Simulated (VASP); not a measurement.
Write the native input for VASP 6.6.1 that does the following.

```
Task                   : single point
Functional             : PBE
Potentials or basis    : VASP PAW PBE potentials, release 64 (Bi_d, Te)
Cutoff                 : 520 eV
k mesh                 : 14 × 14 × 14
Occupations            : gaussian, width 0.15 eV
Spin                   : no spin polarisation
Dipole correction      : no
Further INCAR settings : ALGO = Normal; EDIFF = 1e-06; NBANDS = 18
```

The structure of BiTe lies in POSCAR:

```
BiTe
1.0
    0.0000000000      3.1379500000      3.1379500000
    3.1379500000      0.0000000000      3.1379500000
    3.1379500000      3.1379500000      0.0000000000
Bi Te
1 1
Direct
    0.0000000000      0.0000000000      0.0000000000
    0.5000000000      0.5000000000      0.5000000000
```

This cell differs from its parent crystal: strain -0.030 along x and y, -0.030 along z.

The input as run:

INCAR

```
  PREC = Accurate
  ENCUT = 520
  EDIFF = 1E-6
  ISMEAR = 0
  SIGMA = 0.15
  LREAL = F
  LASPH = T
  NELM = 100
  ALGO = Normal
  ISIF = 2
  LWAVE = F
  LCHARG = T
  GGA = PE
  LELF = T
  LVHAR = T
  NBANDS = 18
```

KPOINTS

```
regular mesh
0
Gamma
  14 14 14
```

Potentials or basis: VASP PAW PBE potentials, release 64 (Bi_d, Te).

Launch:

```console
$ cat potpaw_PBE.64/Bi_d/POTCAR potpaw_PBE.64/Te/POTCAR > POTCAR
$ mpirun -np 1 vasp_std > vasp.out
```

It gave:

```json
{
  "Pressure": "6.4 GPa"
}
```

Caveat: the cell differs from its parent crystal (strain -0.030 along x and y, -0.030 along z).

Wall time 79 s on 1 thread of Intel Xeon 6975P-C, on a shared host, peak memory 0.28 GiB.
